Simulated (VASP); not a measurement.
# Ga (P6/mmm) in VASP: a series of runs

The runs below take Ga through single point, with PBE.

Everything below comes from runs of VASP 6.6.1. Logs are shortened: lines on timing, memory, paths and dates and some standing lists are left out, and cuts for length are marked.

## (1) The cell of the first run

Symmetry: P6/mmm, No. 191, hexagonal system. Conventional cell: a = 2.811 Å, b = 2.811 Å, c = 2.689 Å, α = 90.00°, β = 90.00°, γ = 120.00°. Ga (site symmetry 6/mmm) has 8 Ga at 2.69 to 2.81 Å within 3.5 Å.

This isn't the form of Ga at room conditions, which is orthorhombic.

## (2) Single point, PBE

Input file INCAR:

```
SYSTEM = Ga
ALGO = Normal ; EDIFF = 1E-7
ENCUT = 520 ; GGA = PE
ISIF = 2 ; ISMEAR = -1
LASPH = .True. ; LCHARG = .False.
LREAL = .False. ; LWAVE = .False.
NBANDS = 12 ; NELM = 80
PREC = Accurate ; SIGMA = 0.05
```

Input file KPOINTS:

```
k-points
0
Gamma
  17 17 15
  0 0 0
```

Input file POSCAR:

```
Ga
1.0
    2.8114625183      0.0000000000      0.0000000000
   -1.4057312591      2.4347979626      0.0000000000
    0.0000000000      0.0000000000      2.6893005720
Ga
1
Direct
    0.0000000000      0.0000000000      0.0000000000
```

Potentials or basis: VASP PAW PBE potentials, release 64 (Ga_d).

Command:

```
cat potpaw_PBE.64/Ga_d/POTCAR > POTCAR
mpirun -np 1 vasp_std > vasp.out
```

OUTCAR:

```text
SYSTEM = Ga
   EDIFF = 1E-7
   ENCUT = 520
   GGA = PE
   ISIF = 2
   ISMEAR = -1
   LASPH = .True.
   LREAL = .False.
   NELM = 80
   PREC = Accurate

 ion  position               nearest neighbor table
   1  0.000  0.000  0.000-

  LATTYP: Found a hexagonal cell.
 ALAT       =     2.8114625183
 C/A-ratio  =     0.9565486129

  Lattice vectors:

 A1 = (   2.8114625183,   0.0000000000,   0.0000000000)
 A2 = (  -1.4057312591,   2.4347979626,   0.0000000000)
 A3 = (   0.0000000000,   0.0000000000,   2.6893005720)

Analysis of symmetry for initial positions (statically):
=====================================================================
 Subroutine PRICEL returns:
 Original cell was already a primitive cell.

 Routine SETGRP: Setting up the symmetry group for a
 hexagonal supercell.

 Subroutine GETGRP returns: Found 24 space group operations
 (whereof 24 operations were pure point group operations)
 out of a pool of 24 trial point group operations.

The static configuration has the point symmetry D_6h.

Analysis of symmetry for dynamics (positions and initial velocities):
=====================================================================
 Subroutine PRICEL returns:
 Original cell was already a primitive cell.

 Routine SETGRP: Setting up the symmetry group for a
 hexagonal supercell.

 Subroutine GETGRP returns: Found 24 space group operations
 (whereof 24 operations were pure point group operations)
 out of a pool of 24 trial point group operations.

The dynamic configuration has the point symmetry D_6h.

 Subroutine INISYM returns: Found 24 space group operations
 (whereof 24 operations are pure point group operations),
 and found     1 'primitive' translations

----------------------------------------------------------------------------------------

                                     Primitive cell

  volume of cell :      18.4092

  direct lattice vectors                    reciprocal lattice vectors
     2.811462518  0.000000000  0.000000000     0.355686762  0.205355848  0.000000000
    -1.405731259  2.434797963  0.000000000     0.000000000  0.410711696  0.000000000
     0.000000000  0.000000000  2.689300572     0.000000000  0.000000000  0.371843895

  length of vectors
     2.811462518  2.811462518  2.689300572     0.410711696  0.410711696  0.371843895

  position of ions in fractional coordinates (direct lattice)
     0.000000000  0.000000000  0.000000000

  ion indices of the primitive-cell ions
   primitive index   ion index
                 1           1

----------------------------------------------------------------------------------------

 KPOINTS: k-points

Automatic generation of k-mesh.
 Grid dimensions read from file:
 generate k-points for:   17   17   15

 Generating k-lattice:

  Cartesian coordinates                     Fractional coordinates (reciprocal lattice)
     0.020922751  0.012079756  0.000000000     0.058823529 -0.000000000  0.000000000
     0.000000000  0.024159512  0.000000000     0.000000000  0.058823529  0.000000000
     0.000000000  0.000000000  0.024789593     0.000000000  0.000000000  0.066666667

  Length of vectors
     0.024159512  0.024159512  0.024789593

  Shift w.r.t. Gamma in fractional coordinates (k-lattice)
     0.000000000  0.000000000  0.000000000

 Subroutine IBZKPT returns following result:
 ===========================================

 Found    264 irreducible k-points:

 Following reciprocal coordinates:
            Coordinates               Weight
  0.000000  0.000000  0.000000      1.000000
  0.058824 -0.000000  0.000000      6.000000
  0.117647 -0.000000  0.000000      6.000000
  0.176471 -0.000000  0.000000      6.000000
  0.235294 -0.000000  0.000000      6.000000
  0.294118 -0.000000  0.000000      6.000000
[... 16 lines left out ...]
  0.411765  0.117647  0.000000     12.000000
  0.176471  0.176471  0.000000      6.000000
 [... further k-points ...]
   k-points           NKPTS =    264   k-points in BZ     NKDIM =    264   number of bands    NBANDS=     12
   number of dos      NEDOS =    301   number of ions     NIONS =      1
   total plane-waves  NPLWV =  11520
   dimension x,y,z NGX =    24 NGY =   24 NGZ =   20
   dimension x,y,z NGXF=    48 NGYF=   48 NGZF=   40
   ions per type =               1
   NGX,Y,Z   is equivalent  to a cutoff of  14.19, 14.19, 12.36 a.u.
   NGXF,Y,Z  is equivalent  to a cutoff of  28.38, 28.38, 24.73 a.u.
 SYSTEM =  Ga
   PREC   = accura    normal or accurate (medium, high low for compatibility)
   ISTART =      0    job   : 0-new  1-cont  2-samecut
   ICHARG =      2    charge: 1-file 2-atom 10-const
   ISPIN  =      1    spin polarized calculation?
   LNONCOLLINEAR =      F non collinear calculations
   LSORBIT =      F    spin-orbit coupling
   LASPH  =      T    aspherical Exc in radial PAW
   ENCUT  =  520.0 eV  38.22 Ry    6.18 a.u.   5.23  5.23  5.00*2*pi/ulx,y,z
   NELM   =     80;   NELMIN=  2; NELMDL= -5     # of ELM steps
   EDIFF  = 0.1E-06   stopping-criterion for ELM
   LREAL  =      F    real-space projection
   EDIFFG = 0.1E-05   stopping-criterion for IOM
   NSW    =      0    number of steps for IOM
   IBRION =     -1    ionic relax: 0-MD 1-quasi-New 2-CG
   NFREE  =      0    steps in history (QN), initial steepest desc. (CG)
   ISIF   =      2    stress and relaxation
   ISYM   =      2    0-nonsym 1-usesym 2-fastsym
   POTIM  = 0.5000    time-step for ionic-motion
   TEBEG  =    0.0;   TEEND  =   0.0 temperature during run
   PSTRESS=    0.0 pullay stress
   NELECT =      13.0000    total number of electrons
   NUPDOWN=      -1.0000    fix difference up-down
   EMIN   =  10.00;   EMAX   =-10.00  energy-range for DOS
   EFERMI =   0.00;   METHOD = LEGACY
   ISMEAR =    -1;   SIGMA  =   0.05  broadening in eV -4-tet -1-fermi 0-gaus
   EFERMI_NEDOS =   21; number of points for ismear=-14 and -15
   IALGO  =     38    algorithm
   IMIX   =      4    mixing-type and parameters
     AMIX     =   0.40;   BMIX     =  1.00
     AMIX_MAG =   1.60;   BMIX_MAG =  1.00
  volume/ion in A,a.u.               =      18.41       124.23
  Fermi-wavevector in a.u.,A,eV,Ry     =   1.457844  2.754926 28.916591  2.125309
  Thomas-Fermi vector in A             =   2.574598
   LORBIT       =      0    0 simple, 1 ext, 2 COOP (PROOUT), +10 PAW based schemes
   GGA     = PE    functional components
   LHFCALC =     F    Hartree Fock is set to
   AEXX    =    0.0000 exact exchange contribution
   IVDW    =     0    specifies the selected vdW correction
   LEPSILON=     F    determine dielectric tensor
   LRPA    =     F    only Hartree local field effects (RPA)
 non-spin polarized calculation
  energy-cutoff  :      520.00
  volume of cell :       18.41
 maximum number of plane-waves:       515
 NGX is ok and might be reduce to    24
   NGX = 11   NGY = 11   NGZ = 11

 number of electron      13.0000012 magnetization

 Free energy of the ion-electron system (eV)
  ---------------------------------------------------
  ext. energy  EPLUGINS =         0.00000000
  ---------------------------------------------------
  free energy    TOTEN  =        -2.85793078 eV

  energy without entropy =       -2.85456044  energy(sigma->0) =       -2.85624561

 E-fermi :   5.5874     XC(G=0): -11.0977

 val. band max:        5.5796337536   @ k =   0.3529   0.0000   0.0667
 cond. band min:       5.6123858206   @ k =   0.4118   0.1765   0.4667
 fundamental gap:      0.0327520670
 Fermi energy:         5.5873766062

 k-point     1 :       0.0000    0.0000    0.0000
  band No.  band energies     occupation
      1      -9.5746      2.00000
      2      -9.3014      2.00000
      3      -9.3014      2.00000
      4      -9.0177      2.00000
      5      -9.0177      2.00000
      6      -5.5660      2.00000
      7      14.4056      0.00000
      8      17.6267      0.00000
      9      17.6267      0.00000
     10      17.6941      0.00000
     11      22.0915      0.00000
     12      22.2178      0.00000

 k-point     2 :       0.0588   -0.0000    0.0000
  band No.  band energies     occupation
      1      -9.5688      2.00000
      2      -9.3052      2.00000
      3      -9.2912      2.00000
      4      -9.0228      2.00000
      5      -9.0189      2.00000
      6      -5.4772      2.00000
      7      14.5012      0.00000
      8      16.3827      0.00000
      9      17.2080      0.00000
     10      18.0306      0.00000
     11      20.5889      0.00000
     12      22.7958      0.00000

 k-point     3 :       0.1176   -0.0000    0.0000
  band No.  band energies     occupation
      1      -9.5532      2.00000
      2      -9.3157      2.00000
      3      -9.2618      2.00000
      4      -9.0373      2.00000
      5      -9.0220      2.00000
      6      -5.2093      2.00000
      7      14.2853      0.00000
      8      14.7860      0.00000
      9      16.3185      0.00000
     10      18.1191      0.00000
     11      19.6806      0.00000
     12      24.1641      0.00000
[... 286 lines left out ...]
 k-point    23 :       0.4118    0.1176    0.0000
  band No.  band energies     occupation
      1      -9.4869      2.00000
      2      -9.3357      2.00000
      3      -9.1568      2.00000
      4      -9.0625      2.00000
      5      -9.0287      2.00000
      6       0.4162      2.00000
      7       2.2772      2.00000
      8       9.7865      0.00000
      9      19.3511      0.00000
     10      19.4564      0.00000
     11      23.0421      0.00000
     12      24.4173      0.00000

 k-point    24 :       0.1765    0.1765    0.0000
  band No.  band energies     occupation
      1      -9.4751      2.00000
      2      -9.3505      2.00000
      3      -9.1289      2.00000
      4      -9.1093      2.00000
      5      -9.0488      2.00000
      6      -3.1198      2.00000
      7       8.5522      0.00000
      8       9.9919      0.00000
      9      16.8689      0.00000
     10      20.0555      0.00000
     11      22.2225      0.00000
     12      24.5141      0.00000

 [... further k-points ...]

------------------------ aborting loop because EDIFF is reached ----------------------------------------

  FORCE on cell =-STRESS in cart. coord.  units (eV):
  Direction    XX          YY          ZZ          XY          YZ          ZX
  --------------------------------------------------------------------------------------
  -------------------------------------------------------------------------------------
  Total        0.3435765      0.3435765      0.3395050      0.0000000     -0.0000000      0.0000000
  in kB       29.9019488     29.9019488     29.5475962      0.0000000     -0.0000000      0.0000000
  external PRESSURE =      29.7838313 kB  Pullay stress =       0.0000000 kB

 VOLUME and BASIS-vectors are now :
 -----------------------------------------------------------------------------
  energy-cutoff  :      520.00
  volume of cell :       18.41
      direct lattice vectors                 reciprocal lattice vectors
     2.811462518  0.000000000  0.000000000     0.355686762  0.205355848  0.000000000
    -1.405731259  2.434797963  0.000000000     0.000000000  0.410711696  0.000000000
     0.000000000  0.000000000  2.689300572     0.000000000  0.000000000  0.371843895

 POSITION                                       TOTAL-FORCE (eV/Angst)
 -----------------------------------------------------------------------------------
      0.00000      0.00000      0.00000         0.000000      0.000000      0.000000
 -----------------------------------------------------------------------------------
    total drift:                                0.000000     -0.000000      0.000000

  FREE ENERGIE OF THE ION-ELECTRON SYSTEM (eV)
  ---------------------------------------------------
  free  energy   TOTEN  =        -2.8579307761 eV

  energy  without entropy=       -2.8545604383  energy(sigma->0) =       -2.85624561
```

Wall time 37 s (1 thread of Intel Xeon 8259CL, shared host); peak memory 0.18 GiB.

What came out:

```
Free energy            : -2.8579 eV
Pressure               : 3.0 GPa
Band gap on the k mesh : zero (an odd number of electrons rules out a gap without spin polarisation)
```

## (3) Single point, PBE

This run uses another cell than the first one, of 19.38 Å³/atom.

Input file INCAR:

```
SYSTEM = Ga
PREC = Accurate
ENCUT = 520
EDIFF = 1E-7
ISMEAR = -1
SIGMA = 0.05
LREAL = .False.
LASPH = .True.
NELM = 60
ALGO = Normal
ISIF = 2
LWAVE = .False.
LCHARG = .True.
GGA = PE
LELF = .True.
LVHAR = .True.
NBANDS = 12
```

Input file KPOINTS:

```
Automatic mesh
0
Gamma
  17 17 15
  0 0 0
```

Input file POSCAR:

```
Ga
1.0
    2.8591648530      0.0000000000      0.0000000000
   -1.4295824265      2.4761093964      0.0000000000
    0.0000000000      0.0000000000      2.7371710743
Ga
1
Direct
    0.0000000000      0.0000000000      0.0000000000
```

Potentials or basis: VASP PAW PBE potentials, release 64 (Ga_d).

Command:

```
cat potpaw_PBE.64/Ga_d/POTCAR > POTCAR
mpirun -np 1 vasp_std > vasp.out
```

Run time: 48 s. Hardware: 1 thread of Intel Xeon 8259CL, shared host; peak memory 0.18 GiB.

It converged, with:

| Property | Result |
| --- | --- |
| Free energy | -2.8669 eV |
| Pressure | 0.1 GPa |
| Band gap on the k mesh | zero (an odd number of electrons rules out a gap without spin polarisation) |

Levels at points of the mesh, in eV from the Fermi level:
| k point | band 2 | band 3 | band 4 | band 5 | band 6 | band 7 | band 8 | band 9 | band 10 | band 11 |
| --- | --- | --- | --- | --- | --- | --- | --- | --- | --- | --- |
| (0.00, 0.00, 0.00) | -14.87 | -14.87 | -14.62 | -14.62 | -10.80 | 8.45 | 11.50 | 11.50 | 11.72 | 16.16 |

## (4) Single point, PBE

This run uses another cell than the first one, of 19.38 Å³/atom.

Input file INCAR:

```
PREC = Accurate
ENCUT = 520
EDIFF = 1E-6
ISMEAR = -1
SIGMA = 0.05
LREAL = False
LASPH = True
NELM = 60
ALGO = Normal
ISIF = 2
LWAVE = False
LCHARG = True
GGA = PE
LELF = True
LVHAR = True
NBANDS = 12
```

Input file KPOINTS:

```
Automatic mesh
0
Gamma
  17 17 15
```

POSCAR is that of step 3.

Command:

```
cat potpaw_PBE.64/Ga_d/POTCAR > POTCAR
mpirun -np 1 vasp_std > vasp.out
```

Run time: 45 s. Hardware: 1 thread of Intel Xeon 8259CL, shared host; peak memory 0.18 GiB.

It converged, with:

| Quantity | Value |
| --- | --- |
| Free energy | -2.8669 eV |
| Pressure | 0.1 GPa |
| Band gap on the k mesh | zero (an odd number of electrons rules out a gap without spin polarisation) |

Levels at points of the mesh, in eV from the Fermi level:
| k point | band 3 | band 4 | band 5 | band 6 | band 7 | band 8 | band 9 | band 10 |
| --- | --- | --- | --- | --- | --- | --- | --- | --- |
| (0.00, 0.00, 0.00) | -14.87 | -14.62 | -14.62 | -10.80 | 8.45 | 11.50 | 11.50 | 11.72 |
